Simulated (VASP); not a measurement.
HC32 (a cell with a defect) (H_i (bond centre)), 33 atoms in the cell. The cell holds a defect, 33 atoms: a = 6.186 Å, b = 6.186 Å, c = 6.186 Å, α = 109.47°, β = 109.47°, γ = 109.47°. 

```yaml
Program: VASP 6.6.1
Task: single point
Functional: PBE
Potentials_or_basis: VASP PAW PBE potentials, release 64 (C, H)
Cutoff: 520 eV
k_mesh: 1 × 1 × 1, shifted
Occupations: gaussian, width 0.01 eV
Spin: no spin polarisation
Dipole_correction: no
Charge: 1
Further_INCAR_settings: LREAL = Auto; ALGO = Normal; EDIFF = 1e-06; NBANDS = 86; NELECT = 128.0
```

Potentials or basis: VASP PAW PBE potentials, release 64 (C, H).

Run with:

```bash
$ cat potpaw_PBE.64/C/POTCAR potpaw_PBE.64/H/POTCAR > POTCAR
$ mpirun -np 1 vasp_std > vasp.out
```

Hardware: 1 thread of AMD EPYC 9R45 96-Core Processor (Zen 5), on a shared host.

Estimate the wall time of this run.

It took 28 s on 1 thread of AMD EPYC 9R45 96-Core Processor (Zen 5) (shared host), peak memory 0.27 GiB. Counts: scf iterations 14, k points 1.
